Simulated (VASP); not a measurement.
Write the native input for VASP 6.6.1 that does the following.

```yaml
Task: single point
Functional: PBEsol
Potentials_or_basis: VASP PAW PBE potentials, release 64 (Sc_sv, Al)
Cutoff: 520 eV
k_mesh: 12 × 12 × 12
Occupations: gaussian, width 0.15 eV
Spin: no spin polarisation
Dipole_correction: no
Further_INCAR_settings: ALGO = Fast; EDIFF = 1e-07; NBANDS = 26
```

The structure of Sc3Al lies in POSCAR:

```
Sc3Al
1.0
    3.7185757484      0.0000000000      0.0000000000
    0.0000000000      3.7185757484      0.0000000000
    0.0000000000      0.0000000000      4.3747949981
Sc Al
3 1
Direct
    0.5000000000      0.0000000000      0.5000000000
    0.0000000000      0.5000000000      0.5000000000
    0.5000000000      0.5000000000      0.0000000000
    0.0000000000      0.0000000000      0.0000000000
```

This cell differs from its parent crystal: strain -0.1500 x Voigt [1, 1, 0, 0, 0, 0].

The input as run:

INCAR

```
PREC = Accurate
ENCUT = 520
EDIFF = 1E-7
ISMEAR = 0
SIGMA = 0.15
LREAL = False
LASPH = True
NELM = 60
ALGO = Fast
ISIF = 2
LWAVE = False
LCHARG = False
GGA = PS
NBANDS = 26
```

KPOINTS

```
regular mesh
0
Gamma
  12 12 12
```

Potentials or basis: VASP PAW PBE potentials, release 64 (Sc_sv, Al).

Run with:

```sh
$ cat potpaw_PBE.64/Sc_sv/POTCAR potpaw_PBE.64/Al/POTCAR > POTCAR
$ mpirun -np 1 vasp_std > vasp.out
```

It gave:

* Pressure: 39.2 GPa
* Band gap on the k mesh: zero (bands 18 and 19 overlap by 1.08 eV)

Caveat: the cell differs from its parent crystal (strain -0.1500 x Voigt [1, 1, 0, 0, 0, 0]); the cell stands under pressure; the PAW data sets were made with another functional, which shifts forces and pressure a little.

Wall time 2.7 min on 1 thread of Intel(R) Xeon(R) 6975P-C (Granite Rapids), on a shared host, peak memory 0.36 GiB.
